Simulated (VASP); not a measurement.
Runs of VASP 6.6.1 on Bi. The structure is that of space group Im-3m (No. 229), or close to it. The cells are those of the table. 

| task | level | potentials or basis | cell | cutoff (eV) | gap on the mesh (eV) | pressure (GPa) | relaxed volume (Å³/atom) |
| --- | --- | --- | --- | --- | --- | --- | --- |
| relaxation of cell and atoms | PBEsol | VASP PAW PBE potentials, release 64 (Bi_d) | relaxed from a = 3.432 Å, angles 109.5°, 1 atom | 600 | none | 0.0 | 29.91 |
| relaxation of cell and atoms | BLYP+D3(BJ) | VASP PAW PBE potentials, release 64 (Bi_d) | relaxed from a = 3.432 Å, angles 109.5°, 1 atom | 600 | none | 0.0 | 30.52 |
| single point | PBEsol | VASP PAW PBE potentials, release 64 (Bi_d) | a = 3.387 Å, angles 109.5°, 1 atom | 520 | none | (a) | - |
| single point | BLYP+D3(BJ) | VASP PAW PBE potentials, release 64 (Bi_d) | a = 3.406 Å, angles 109.5°, 1 atom | 520 | none | 0.1 | - |
| single point | LDA | VASP PAW LDA potentials, release 64 (Bi_d) | a = 3.361 Å, angles 109.5°, 1 atom | 520 | none | 0.1 | - |

Alike in all rows: no spin polarisation; k mesh 8 × 8 × 8; smearing methfessel-paxton 0.1 eV.

Question: Fill in the values left out.

Answer: (a) -0.1.

Caveats: spin-orbit coupling is left out, which moves the levels of the heavy elements; the PAW data sets were made with another functional, which shifts forces and pressure a little (some runs); pairwise dispersion overbinds metals, which lowers pressure and volume (some runs).

A k mesh can miss the band edges, and the runs leave out spin-orbit coupling on Bi.

A gap of «none» marks levels without a gap at the run's occupations.
